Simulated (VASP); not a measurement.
# Si16O (a cell with a defect) in VASP: a series of runs, part 2 of 2

VASP 6.6.1. Earlier steps stand in the parts before.

### 3 Single point, PBEsol, collinear spin, zero start

INCAR

```
SYSTEM = Si16O
PREC     = Accurate       ! precision mode
ENCUT    = 520            ! plane-wave cutoff, eV
EDIFF    = 1E-7           ! SCF threshold, eV
ISMEAR   = -1             ! smearing method
SIGMA    = 0.05           ! smearing width, eV
LREAL    = Auto         
LASPH    = .True.         ! aspherical terms in the spheres
NELM     = 150            ! most SCF steps
ALGO     = Normal         ! electronic algorithm
ISIF     = 2              ! what is computed and relaxed
LWAVE    = .False.        ! write WAVECAR
LCHARG   = .True.         ! write CHGCAR
ISPIN    = 2              ! spin polarisation
MAGMOM   = 0 0 0 0 0 0 0 0 0 0 0 0 0 0 0 0 0 ! initial moments
LORBIT   = 11             ! projections on sites
GGA      = PS             ! functional
LELF     = .True.         ! ELF
LVHAR    = .True.       
NBANDS   = 53             ! bands
```

KPOINTS

```
regular mesh
0
Gamma
  2 2 2
  0 0 0
```

POSCAR

```
Si16O
1.0
    0.0000000000      5.4300000000      5.4300000000
    5.4300000000      0.0000000000      5.4300000000
    5.4300000000      5.4300000000      0.0000000000
Si O
16 1
Direct
    0.0352762431     -0.0578545120      0.0083149171
    0.1117219153      0.1778176796      0.0515930018
   -0.0241804788      0.0550276243      0.4212707182
    0.0578913444      0.0925690608      0.6495488029
   -0.0196316759      0.5643830571     -0.0524309392
    0.1278545120      0.5727163904      0.1421639042
   -0.0024125230      0.4650828729      0.5033885820
    0.2049907919      0.5530755064      0.5949723757
    0.4962154696      0.0163812155      0.0095672192
    0.6462983425      0.1144935543      0.1404604052
    0.4344659300      0.0257734807      0.5037292818
    0.6068784530      0.1244106814      0.6178729282
    0.4887384899      0.4968968692      0.0211141805
    0.6113535912      0.6451289134      0.1395119705
    0.5681123389      0.4874677716      0.5060128913
    0.6144290976      0.6613720074      0.6405801105
    0.1340423573      0.8199907919      0.4095488029
```

Potentials or basis: VASP PAW PBE potentials, release 64 (Si, O).

Command:

```sh
$ cat potpaw_PBE.64/Si/POTCAR potpaw_PBE.64/O/POTCAR > POTCAR
$ mpirun -np 1 vasp_std > vasp.out
```

Wall time 6 min (1 thread of Intel Xeon 6975P-C (Granite Rapids), shared host); peak memory 0.71 GiB.

Results (log left out):

| Quantity | Value |
| --- | --- |
| Free energy | -96.3839 eV |
| Pressure | -0.4 GPa |
| Largest force | 3.176 eV/Å |
| Band gap on the k mesh | 0.23 eV |
| Net moment | 0.00 μB per cell |
| Valence electrons inside the program's atomic spheres | Si 1.66, 1.69, 1.68, 1.73, 1.65, 1.58, 1.71, 1.67 (each value once); O 5.12 |

Forces on the atoms (eV/Å):
```
Si   1.278 -1.004 -0.127
Si   0.229  0.664  0.849
Si   0.899 -0.459 -0.701
Si   0.161  0.086  1.124
Si  -1.062  0.141 -0.280
Si  -0.083 -0.521  0.431
Si   1.379  1.197 -0.500
Si   1.047 -2.257  0.613
Si  -0.155 -1.132  0.249
Si  -0.233 -0.639 -0.060
Si   0.127  0.566  0.555
Si   0.136  0.657 -0.285
Si  -0.498  1.012  0.961
Si  -0.422 -0.533 -0.357
Si  -0.641 -0.704 -0.885
Si  -0.218  0.981  0.004
O   -1.943  1.944 -1.591
```

Stress tensor (GPa, compression positive):
```
 0.40  0.31  1.13
 0.31 -0.94 -1.08
 1.13 -1.08 -0.68
```

Levels at points of the mesh, in eV from the valence-band top:
Spin up:
```tsv
k point	band 31	band 32	band 33	band 34	band 35	band 36	band 37	band 38	band 39	band 40
(0.00, 0.00, 0.00)	-0.79	-0.77	-0.49	-0.30	-0.13	0.23	0.40	0.59	0.84	1.05
(0.50, 0.00, 0.00)	-1.61	-1.32	-0.79	-0.43	-0.36	0.69	0.92	1.23	1.43	1.57
(0.00, 0.50, 0.00)	-1.33	-0.87	-0.63	-0.45	0.00	0.66	1.03	1.17	1.43	1.52
(0.00, 0.00, 0.50)	-1.31	-1.14	-0.76	-0.52	-0.50	0.72	1.15	1.27	1.43	1.57
(0.50, 0.50, 0.50)	-1.26	-1.10	-0.83	-0.58	-0.33	0.70	0.99	1.15	1.51	1.59
(0.50, 0.50, 0.00)	-1.33	-1.30	-1.07	-0.90	-0.52	1.08	1.18	1.84	2.04	2.26
(0.00, 0.50, 0.50)	-1.46	-1.42	-1.17	-0.94	-0.18	0.90	1.22	1.95	2.07	2.13
(0.50, 0.00, 0.50)	-1.36	-1.23	-1.18	-0.95	-0.40	0.83	1.23	1.73	1.82	2.05
```
Spin down:
| k point | band 32 | band 33 | band 34 | band 35 | band 36 | band 37 | band 38 | band 39 |
| --- | --- | --- | --- | --- | --- | --- | --- | --- |
| (0.00, 0.00, 0.00) | -0.77 | -0.49 | -0.30 | -0.13 | 0.23 | 0.40 | 0.59 | 0.84 |
| (0.50, 0.00, 0.00) | -1.32 | -0.79 | -0.43 | -0.36 | 0.69 | 0.92 | 1.23 | 1.43 |
| (0.00, 0.50, 0.00) | -0.87 | -0.63 | -0.45 | 0.00 | 0.66 | 1.03 | 1.17 | 1.43 |
| (0.00, 0.00, 0.50) | -1.14 | -0.76 | -0.52 | -0.50 | 0.72 | 1.15 | 1.27 | 1.43 |
| (0.50, 0.50, 0.50) | -1.10 | -0.83 | -0.58 | -0.33 | 0.70 | 0.99 | 1.15 | 1.51 |
| (0.50, 0.50, 0.00) | -1.30 | -1.07 | -0.90 | -0.52 | 1.08 | 1.18 | 1.84 | 2.04 |
| (0.00, 0.50, 0.50) | -1.42 | -1.17 | -0.94 | -0.18 | 0.90 | 1.22 | 1.95 | 2.07 |
| (0.50, 0.00, 0.50) | -1.23 | -1.18 | -0.95 | -0.40 | 0.83 | 1.23 | 1.73 | 1.82 |

Caveat: the k points lie up to 0.50 Å⁻¹ apart; the PAW data sets were made with another functional, which shifts forces and pressure a little.

### 4 Single point, PBEsol, collinear spin, zero start

INCAR

```
SYSTEM = Si16O
ALGO = Normal
EDIFF = 1E-6
ENCUT = 520
GGA = PS
ISIF = 2
ISMEAR = -1
ISPIN = 2
LASPH = .True.
LCHARG = .False.
LORBIT = 11
LREAL = Auto
LWAVE = .False.
MAGMOM = 0 0 0 0 0 0 0 0 0 0 0 0 0 0 0 0 0
NBANDS = 53
NELM = 150
PREC = Accurate
SIGMA = 0.05
```

KPOINTS

```
k-points
0
Gamma
  2 2 2
  0 0 0
```

POSCAR

```
Si16O
1.0
    0.0000000000      5.4300000000      5.4300000000
    5.4300000000      0.0000000000      5.4300000000
    5.4300000000      5.4300000000      0.0000000000
Si O
16 1
Direct
   -0.0146593002     -0.0175874770      0.0100920810
    0.1313720074      0.1716298343      0.0475230203
   -0.0335267035      0.0407090239      0.4302854512
    0.0665285451      0.1110405157      0.6282780847
    0.0029097606      0.5391344383     -0.0600552486
    0.1245303867      0.5963535912      0.1335911602
   -0.0098802947      0.4604696133      0.5342817680
    0.1836832413      0.5608839779      0.5922099448
    0.4863443831      0.0256629834     -0.0076519337
    0.6246777164      0.1194290976      0.1331491713
    0.4464825046      0.0200920810      0.5092449355
    0.6076979742      0.1145856354      0.6241804788
    0.5103314917      0.4956169429      0.0201104972
    0.6241988950      0.6403867403      0.1227808471
    0.5608011050      0.4738029466      0.4977440147
    0.6305801105      0.6397882136      0.6586095764
    0.1620349908      0.8247974217      0.4503959484
```

Command:

```sh
$ cat potpaw_PBE.64/Si/POTCAR potpaw_PBE.64/O/POTCAR > POTCAR
$ mpirun -np 1 vasp_std > vasp.out
```

Run time: 7.2 min. Hardware: 1 thread of Intel Xeon 6975P-C (Granite Rapids), shared host; peak memory 0.7 GiB.

It converged, with:

- Free energy: -96.6574 eV
- Pressure: 2.1 GPa
- Largest force: 3.621 eV/Å
- Band gap on the k mesh: 0.45 eV
- Net moment: 0.00 μB per cell
- Valence electrons inside the program's atomic spheres: Si 1.67, 1.70, 1.69, 1.71, 1.63, 1.72, 1.66 (each value once); O 5.18

Forces on the atoms (eV/Å):
```
Si  -1.020  0.431  0.707
Si   0.725 -0.433 -1.713
Si   1.661 -1.295  1.038
Si   0.014  0.800 -0.324
Si   1.115  0.449 -0.322
Si   0.489  0.239  0.322
Si  -0.465 -1.360  1.281
Si   0.717  0.294  2.010
Si  -0.817  1.041 -0.107
Si   0.909 -0.444 -0.383
Si  -0.529  0.341 -0.335
Si  -0.416  0.031  0.113
Si   0.202 -0.508 -1.327
Si   0.422  0.429  0.600
Si   0.613 -0.134  0.034
Si  -0.740 -1.618 -0.250
O   -2.879  1.738 -1.343
```

Stress tensor (GPa, compression positive):
```
 2.97 -2.20  1.38
-2.20  2.22 -0.57
 1.38 -0.57  1.20
```

Levels at points of the mesh, in eV from the valence-band top:
Spin up:
```tsv
k point	band 33	band 34	band 35	band 36	band 37	band 38
(0.00, 0.00, 0.00)	-0.41	-0.11	0.00	0.45	0.60	0.74
(0.50, 0.00, 0.00)	-0.62	-0.47	-0.36	0.94	1.20	1.49
(0.00, 0.50, 0.00)	-0.68	-0.25	-0.07	0.89	1.03	1.22
(0.00, 0.00, 0.50)	-0.74	-0.65	-0.52	1.00	1.33	1.42
(0.50, 0.50, 0.50)	-0.67	-0.56	-0.38	0.86	1.16	1.43
(0.50, 0.50, 0.00)	-1.11	-1.09	-0.11	1.00	1.32	2.03
(0.00, 0.50, 0.50)	-1.10	-0.93	-0.42	1.12	1.42	2.06
(0.50, 0.00, 0.50)	-1.03	-0.91	-0.41	1.14	1.22	2.02
```
Spin down:
```csv
k point,band 32,band 33,band 34,band 35,band 36,band 37,band 38,band 39
"(0.00, 0.00, 0.00)",-0.73,-0.41,-0.11,0.00,0.45,0.60,0.74,0.88
"(0.50, 0.00, 0.00)",-1.01,-0.62,-0.47,-0.36,0.94,1.20,1.49,1.57
"(0.00, 0.50, 0.00)",-0.85,-0.68,-0.25,-0.07,0.89,1.03,1.22,1.52
"(0.00, 0.00, 0.50)",-1.04,-0.74,-0.65,-0.52,1.00,1.33,1.42,1.57
"(0.50, 0.50, 0.50)",-1.23,-0.67,-0.56,-0.38,0.86,1.16,1.43,1.58
"(0.50, 0.50, 0.00)",-1.35,-1.11,-1.09,-0.11,1.00,1.32,2.03,2.13
"(0.00, 0.50, 0.50)",-1.29,-1.10,-0.93,-0.42,1.12,1.42,2.06,2.21
"(0.50, 0.00, 0.50)",-1.27,-1.03,-0.91,-0.41,1.14,1.22,2.02,2.20
```

Caveat: the k points lie up to 0.50 Å⁻¹ apart; the PAW data sets were made with another functional, which shifts forces and pressure a little.

### 5 The runs side by side

```tsv
cell	gap on the mesh (eV)	pressure (GPa)	moment (μB)	largest force (eV/Å)
as given, atomic positions A	0.50	0.3	0.00	2.66
as given, atomic positions B	0.23	-0.4	0.00	3.18
as given, atomic positions C	0.45	2.1	0.00	3.62
```

Alike in all rows: task single point; level PBEsol; potentials or basis VASP PAW PBE potentials, release 64 (Si, O); spin collinear, zero start; k mesh 2 × 2 × 2; cutoff (eV) 520; smearing fermi-dirac 0.05 eV.

Caveats: all runs use coarse meshes; the PAW data sets were made with another functional, which shifts forces and pressure a little.

Absolute energies hang on the potentials; compare differences alone.
